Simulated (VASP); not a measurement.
Input of a VASP 6.6.1 run:

INCAR

```
SYSTEM = AgCl
PREC = Accurate ; ENCUT = 520
EDIFF = 1E-6 ; ISMEAR = 0
SIGMA = 0.05 ; LREAL = .False.
LASPH = .True. ; NELM = 100
ALGO = Normal ; ISIF = 2
LWAVE = .False. ; LCHARG = .False.
GGA = PE ; NBANDS = 16
```

The input KPOINTS:

```
regular mesh
0
Gamma
  8 8 8
  0 0 0
```

File POSCAR:

```
AgCl
1.0
    0.0000000000      2.6937819368      2.8060228508
    2.6937819368      0.0000000000      2.8060228508
    2.6937819368      2.6937819368      0.0000000000
Ag Cl
1 1
Direct
    0.4775480680      0.5224519320      0.5224519320
    0.0683173339     -0.0683173339     -0.0683173339
```

Potentials or basis: VASP PAW PBE potentials, release 64 (Ag, Cl).

Command:

```bash
$ cat potpaw_PBE.64/Ag/POTCAR potpaw_PBE.64/Cl/POTCAR > POTCAR
$ mpirun -np 1 vasp_std > vasp.out
```

Task: Estimate the largest force.

Result: 2.679 eV/Å.

Task: Estimate the pressure.

Result: 11.5 GPa.

Task: Predict the band gap on the k mesh.

Result: 1.14 eV, indirect (least direct gap 1.82 eV).

Stress tensor (GPa, compression positive):
```
26.50  0.00  0.00
 0.00  4.73  0.00
 0.00  0.00  3.17
```

Caveat: forces of over 1 eV/Å act on the atoms, so gaps and moduli don't describe the material at rest. As with any semilocal functional, this PBE gap is likely too small.
